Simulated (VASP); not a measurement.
# Fe (Im-3m) in VASP: further runs, part 2 of 2

VASP 6.6.1. Earlier steps stand in the parts before.

## Step 4: Single point, LDA

This run uses another cell than the first one, of 9.84 Å³/atom, 0.947 times its volume.

Input file INCAR:

```
  PREC = Accurate
  ENCUT = 600
  EDIFF = 1E-6
  ISMEAR = 1
  SIGMA = 0.3
  LREAL = False
  LASPH = True
  NELM = 120
  ALGO = Normal
  ISIF = 2
  LWAVE = False
  LCHARG = False
  GGA = CA
  NBANDS = 10
  GGA_COMPAT = False
```

Input file KPOINTS:

```
Automatic mesh
0
Gamma
  16 16 16
```

Input file POSCAR:

```
Fe
1.0
   -1.3498227879      1.3498227879      1.3498227879
    1.3498227879     -1.3498227879      1.3498227879
    1.3498227879      1.3498227879     -1.3498227879
Fe
1
Direct
    0.0000000000      0.0000000000      0.0000000000
```

Potentials or basis: VASP PAW LDA potentials, release 64 (Fe).

Run with:

```
$ cat potpaw_LDA.64/Fe/POTCAR > POTCAR
$ mpirun -np 1 vasp_std > vasp.out
```

OUTCAR:

```text
PREC = Accurate
   ENCUT = 600
   EDIFF = 1E-6
   ISMEAR = 1
   LREAL = False
   LASPH = True
   NELM = 120
   ISIF = 2
   GGA = CA

 ion  position               nearest neighbor table
   1  0.000  0.000  0.000-

  LATTYP: Found a body centered cubic cell.
 ALAT       =     2.6996455758

  Lattice vectors:

 A1 = (  -1.3498227879,   1.3498227879,   1.3498227879)
 A2 = (   1.3498227879,  -1.3498227879,   1.3498227879)
 A3 = (   1.3498227879,   1.3498227879,  -1.3498227879)

Analysis of symmetry for initial positions (statically):
=====================================================================
 Subroutine PRICEL returns:
 Original cell was already a primitive cell.

 Routine SETGRP: Setting up the symmetry group for a
 body centered cubic supercell.

 Subroutine GETGRP returns: Found 48 space group operations
 (whereof 48 operations were pure point group operations)
 out of a pool of 48 trial point group operations.

The static configuration has the point symmetry O_h .

Analysis of symmetry for dynamics (positions and initial velocities):
=====================================================================
 Subroutine PRICEL returns:
[... 156 lines left out ...]

 val. band max:        7.3310666590   @ k =   0.2500   0.2500   0.0625
 cond. band min:       7.3329606161   @ k =   0.3125   0.1875   0.0625
 fundamental gap:      0.0018939571
 Fermi energy:         7.3325553350

 k-point     1 :       0.0000    0.0000    0.0000
  band No.  band energies     occupation
      1      -1.8893      2.00000
      2       5.3666      2.00000
      3       5.3666      2.00000
      4       5.3666      2.00000
      5       7.2609      1.39159
      6       7.2609      1.39159
      7      33.6947      0.00000
      8      33.6947      0.00000
      9      33.6947      0.00000
     10      39.9500      0.00000
[... 287 lines left out ...]
 k-point    24 :       0.2500    0.1875    0.0000
  band No.  band energies     occupation
      1       2.5942      2.00000
      2       4.1805      2.00000
      3       4.7481      2.00000
      4       6.9640      2.07091
      5       7.6492     -0.05992
      6       9.4143     -0.00000
      7      21.3004      0.00000
      8      23.4781      0.00000
      9      29.9772      0.00000
     10      35.3753      0.00000

 [... further k-points ...]
[... 5 lines left out ...]
  --------------------------------------------------------------------------------------
  -------------------------------------------------------------------------------------
  Total       -0.0802366     -0.0802366     -0.0802366      0.0000000      0.0000000     -0.0000000
  in kB      -13.0675173    -13.0675173    -13.0675173      0.0000000      0.0000000     -0.0000000
  external PRESSURE =     -13.0675173 kB  Pullay stress =       0.0000000 kB

 VOLUME and BASIS-vectors are now :
 -----------------------------------------------------------------------------
  energy-cutoff  :      600.00
  volume of cell :        9.84
      direct lattice vectors                 reciprocal lattice vectors
    -1.349822788  1.349822788  1.349822788     0.000000000  0.370418995  0.370418995
     1.349822788 -1.349822788  1.349822788     0.370418995  0.000000000  0.370418995
     1.349822788  1.349822788 -1.349822788     0.370418995  0.370418995  0.000000000

 POSITION                                       TOTAL-FORCE (eV/Angst)
 -----------------------------------------------------------------------------------
      0.00000      0.00000      0.00000        -0.000000      0.000000     -0.000000
 -----------------------------------------------------------------------------------
    total drift:                                0.000000     -0.000000      0.000000

  FREE ENERGIE OF THE ION-ELECTRON SYSTEM (eV)
  ---------------------------------------------------
  free  energy   TOTEN  =        -8.9797133486 eV

  energy  without entropy=       -8.9711154499  energy(sigma->0) =       -8.97684738
```

OSZICAR:

```text
N       E                     dE             d eps       ncg     rms          rms(c)
DAV:   1     0.191994381413E+02    0.19199E+02   -0.47547E+03  3020   0.124E+03
DAV:   2    -0.980124187504E+01   -0.29001E+02   -0.27733E+02  2920   0.145E+02
DAV:   3    -0.104459130674E+02   -0.64467E+00   -0.63929E+00  3192   0.271E+01
DAV:   4    -0.104490512850E+02   -0.31382E-02   -0.31377E-02  3124   0.171E+00
DAV:   5    -0.104490750837E+02   -0.23799E-04   -0.23798E-04  3166   0.146E-01    0.131E+01
DAV:   6    -0.908781054493E+01    0.13613E+01   -0.10608E+01  3128   0.551E+01    0.170E+00
DAV:   7    -0.900268864017E+01    0.85122E-01   -0.46877E-01  3188   0.115E+01    0.106E+00
DAV:   8    -0.898383203353E+01    0.18857E-01   -0.13057E-02  4318   0.102E+00    0.370E-01
DAV:   9    -0.897969546393E+01    0.41366E-02   -0.18541E-03  3102   0.428E-01    0.456E-02
DAV:  10    -0.897971152549E+01   -0.16062E-04   -0.20535E-05  3886   0.378E-02    0.249E-02
DAV:  11    -0.897971333543E+01   -0.18099E-05   -0.38838E-07  1752   0.726E-03    0.165E-03
DAV:  12    -0.897971334864E+01   -0.13207E-07   -0.30761E-08  1530   0.245E-03
   1 F= -.89797133E+01 E0= -.89768474E+01  d E =-.859790E-02
```

Run time: 17 s. Hardware: 1 thread of AMD EPYC 9R45 (Zen 5), shared host; peak memory 0.1 GiB.

Results:

```yaml
Free_energy: -8.9797 eV
Pressure: -1.3 GPa
Band_gap_on_the_k_mesh: zero (band 4 reaches 8.50 eV, above the bottom of band 5 at 6.21 eV)
```

Levels at points of the mesh, in eV from the Fermi level:
| k point | band 1 | band 2 | band 3 | band 4 | band 5 | band 6 | band 7 | band 8 |
| --- | --- | --- | --- | --- | --- | --- | --- | --- |
| (0.00, 0.00, 0.00) | -9.22 | -1.97 | -1.97 | -1.97 | -0.07 | -0.07 | 26.36 | 26.36 |
| (0.50, 0.00, 0.00) | -5.32 | -3.40 | -0.08 | 0.21 | 0.58 | 1.52 | 9.25 | 19.61 |
| (0.50, 0.50, 0.50) | -5.14 | -5.14 | 1.17 | 1.17 | 1.17 | 11.08 | 11.08 | 11.08 |

Caveat: the run has no spin polarisation, though such a crystal can be magnetic.

## Step 5: Single point, LDA

This run uses another cell than the first one, of 9.84 Å³/atom, 0.947 times its volume.

Input file INCAR:

```
SYSTEM = Fe
PREC = Accurate
ENCUT = 600
EDIFF = 1E-6
ISMEAR = 1
SIGMA = 1.0
LREAL = .False.
LASPH = .True.
NELM = 120
ALGO = Normal
ISIF = 2
LWAVE = .False.
LCHARG = .True.
LELF = .True.
LVHAR = .True.
NBANDS = 10
GGA_COMPAT = .False.
```

Input file KPOINTS:

```
Automatic mesh
0
Gamma
  16 16 16
  0 0 0
```

POSCAR is that of step 4.

Potentials or basis: VASP PAW LDA potentials, release 64 (Fe).

Run with:

```
$ cat potpaw_LDA.64/Fe/POTCAR > POTCAR
$ mpirun -np 1 vasp_std > vasp.out
```

OUTCAR:

```text
SYSTEM = Fe
   PREC = Accurate
   ENCUT = 600
   EDIFF = 1E-6
   ISMEAR = 1
   LREAL = .False.
   LASPH = .True.
   NELM = 120
   ISIF = 2

 ion  position               nearest neighbor table
   1  0.000  0.000  0.000-

  LATTYP: Found a body centered cubic cell.
 ALAT       =     2.6996455758

  Lattice vectors:

 A1 = (  -1.3498227879,   1.3498227879,   1.3498227879)
 A2 = (   1.3498227879,  -1.3498227879,   1.3498227879)
 A3 = (   1.3498227879,   1.3498227879,  -1.3498227879)

Analysis of symmetry for initial positions (statically):
=====================================================================
 Subroutine PRICEL returns:
 Original cell was already a primitive cell.

 Routine SETGRP: Setting up the symmetry group for a
 body centered cubic supercell.

 Subroutine GETGRP returns: Found 48 space group operations
 (whereof 48 operations were pure point group operations)
 out of a pool of 48 trial point group operations.

The static configuration has the point symmetry O_h .

Analysis of symmetry for dynamics (positions and initial velocities):
=====================================================================
 Subroutine PRICEL returns:
 Original cell was already a primitive cell.

 Routine SETGRP: Setting up the symmetry group for a
 body centered cubic supercell.

 Subroutine GETGRP returns: Found 48 space group operations
 (whereof 48 operations were pure point group operations)
 out of a pool of 48 trial point group operations.

The dynamic configuration has the point symmetry O_h .

 Subroutine INISYM returns: Found 48 space group operations
 (whereof 48 operations are pure point group operations),
 and found     1 'primitive' translations

----------------------------------------------------------------------------------------

                                     Primitive cell
[... 105 lines left out ...]
   EFERMI_NEDOS =   21; number of points for ismear=-14 and -15
   IALGO  =     38    algorithm
   IMIX   =      4    mixing-type and parameters
     AMIX     =   0.40;   BMIX     =  1.00
     AMIX_MAG =   1.60;   BMIX_MAG =  1.00
  volume/ion in A,a.u.               =       9.84        66.39
  Fermi-wavevector in a.u.,A,eV,Ry     =   1.528064  2.887621 31.769306  2.334978
  Thomas-Fermi vector in A             =   2.635874
   LORBIT       =      0    0 simple, 1 ext, 2 COOP (PROOUT), +10 PAW based schemes
   GGA     = CA    functional components
   LHFCALC =     F    Hartree Fock is set to
   AEXX    =    0.0000 exact exchange contribution
   IVDW    =     0    specifies the selected vdW correction
   LEPSILON=     F    determine dielectric tensor
   LRPA    =     F    only Hartree local field effects (RPA)
 non-spin polarized calculation
 Methfessel and Paxton  Order N= 1 SIGMA  =   1.00
  energy-cutoff  :      600.00
  volume of cell :        9.84
 maximum number of plane-waves:       370
   NGX =  9   NGY =  9   NGZ =  9

 number of electron       8.0000004 magnetization

 Free energy of the ion-electron system (eV)
  ---------------------------------------------------
  ext. energy  EPLUGINS =         0.00000000
  ---------------------------------------------------
  free energy    TOTEN  =        -9.07934212 eV

  energy without entropy =       -8.83858476  energy(sigma->0) =       -8.99908966

 E-fermi :   7.3320     XC(G=0): -14.2748

 val. band max:        7.3319870780   @ k =   0.3750   0.2500   0.0000
 cond. band min:       7.3395656033   @ k =   0.1250   0.1250   0.0625
 fundamental gap:      0.0075785253
 Fermi energy:         7.3320472726

 k-point     1 :       0.0000    0.0000    0.0000
  band No.  band energies     occupation
      1      -1.8872      2.00000
      2       5.3843      2.01886
      3       5.3843      2.01886
      4       5.3843      2.01886
      5       7.2933      1.06557
      6       7.2933      1.06557
      7      33.6924      0.00000
      8      33.6924      0.00000
      9      33.6924      0.00000
     10      39.9594      0.00000
[... 287 lines left out ...]
 k-point    24 :       0.2500    0.1875    0.0000
  band No.  band energies     occupation
      1       2.6027      2.00000
      2       4.1972      2.00009
      3       4.7621      2.00168
      4       6.9915      1.54107
      5       7.6798      0.44906
      6       9.4339     -0.01135
      7      21.3118     -0.00000
      8      23.4859     -0.00000
      9      29.9820      0.00000
     10      35.3787      0.00000

 [... further k-points ...]
[... 5 lines left out ...]
  --------------------------------------------------------------------------------------
  -------------------------------------------------------------------------------------
  Total        0.1418855      0.1418855      0.1418855      0.0000000      0.0000000     -0.0000000
  in kB       23.1077914     23.1077914     23.1077914      0.0000000      0.0000000     -0.0000000
  external PRESSURE =      23.1077914 kB  Pullay stress =       0.0000000 kB

 VOLUME and BASIS-vectors are now :
 -----------------------------------------------------------------------------
  energy-cutoff  :      600.00
  volume of cell :        9.84
      direct lattice vectors                 reciprocal lattice vectors
    -1.349822788  1.349822788  1.349822788     0.000000000  0.370418995  0.370418995
     1.349822788 -1.349822788  1.349822788     0.370418995  0.000000000  0.370418995
     1.349822788  1.349822788 -1.349822788     0.370418995  0.370418995  0.000000000

 POSITION                                       TOTAL-FORCE (eV/Angst)
 -----------------------------------------------------------------------------------
      0.00000      0.00000      0.00000         0.000000      0.000000     -0.000000
 -----------------------------------------------------------------------------------
    total drift:                                0.000000     -0.000000      0.000000

  FREE ENERGIE OF THE ION-ELECTRON SYSTEM (eV)
  ---------------------------------------------------
  free  energy   TOTEN  =        -9.0793421183 eV

  energy  without entropy=       -8.8385847559  energy(sigma->0) =       -8.99908966
```

OSZICAR:

```text
N       E                     dE             d eps       ncg     rms          rms(c)
DAV:   1     0.191996216249E+02    0.19200E+02   -0.47547E+03  3020   0.124E+03
DAV:   2    -0.987752580708E+01   -0.29077E+02   -0.27689E+02  2920   0.145E+02
DAV:   3    -0.105152409122E+02   -0.63772E+00   -0.63163E+00  3192   0.270E+01
DAV:   4    -0.105183334448E+02   -0.30925E-02   -0.30920E-02  3124   0.170E+00
DAV:   5    -0.105183568273E+02   -0.23382E-04   -0.23381E-04  3166   0.145E-01    0.132E+01
DAV:   6    -0.918517164933E+01    0.13332E+01   -0.10310E+01  3128   0.543E+01    0.184E+00
DAV:   7    -0.910243773334E+01    0.82734E-01   -0.44128E-01  3188   0.113E+01    0.117E+00
DAV:   8    -0.908299153751E+01    0.19446E-01   -0.13338E-02  4330   0.103E+00    0.385E-01
DAV:   9    -0.907932140972E+01    0.36701E-02   -0.16324E-03  3062   0.422E-01    0.482E-02
DAV:  10    -0.907934108192E+01   -0.19672E-04   -0.12664E-05  3296   0.328E-02    0.195E-02
DAV:  11    -0.907934210816E+01   -0.10262E-05   -0.21987E-07  1678   0.523E-03    0.159E-03
DAV:  12    -0.907934211833E+01   -0.10172E-07   -0.35104E-08  1532   0.280E-03
   1 F= -.90793421E+01 E0= -.89990897E+01  d E =-.240757E+00
```

It took 17 s on 1 thread of AMD EPYC 9R45 (Zen 5), shared host; peak memory 0.1 GiB.

Results:

```
Free energy            : -9.0793 eV
Pressure               : 2.3 GPa
Band gap on the k mesh : zero (band 4 reaches 8.52 eV, above the bottom of band 5 at 6.23 eV)
```

Levels at points of the mesh, in eV from the Fermi level:
```
           k point  band 1  band 2  band 3  band 4  band 5  band 6  band 7  band 8  band 9
(0.00, 0.00, 0.00)   -9.22   -1.95   -1.95   -1.95   -0.04   -0.04   26.36   26.36   26.36
(0.50, 0.00, 0.00)   -5.30   -3.38   -0.05    0.24    0.58    1.55    9.27   19.61   22.70
(0.50, 0.50, 0.50)   -5.12   -5.12    1.19    1.19    1.19   11.08   11.08   11.08   17.73
```

Caveat: the run has no spin polarisation, though such a crystal can be magnetic.

## Step 6: Summary

| potentials or basis | spin | cell | smearing | second run | gap on the mesh (eV) | pressure (GPa) |
| --- | --- | --- | --- | --- | --- | --- |
| VASP PAW LDA potentials, release 64 (Fe_sv) | collinear, ferromagnetic start | a = 2.381 Å, angles 109.5°, 1 atom | fermi-dirac 0.2 eV | valence_matched | none | -4.8 |
| VASP PAW LDA potentials, release 64 (Fe) | off | a = 2.338 Å, angles 109.5°, 1 atom | methfessel-paxton 0.2 eV | - | none | -1.5 |
| VASP PAW LDA potentials, release 64 (Fe) | off | a = 2.338 Å, angles 109.5°, 1 atom | methfessel-paxton 0.3 eV | - | none | -1.3 |
| VASP PAW LDA potentials, release 64 (Fe) | off | a = 2.338 Å, angles 109.5°, 1 atom | methfessel-paxton 1 eV | - | none | 2.3 |

Alike in all rows: task single point; level LDA; k mesh 16 × 16 × 16; cutoff (eV) 600.

Total energies depend on the potentials used, so only differences within one code and one set of settings carry meaning.
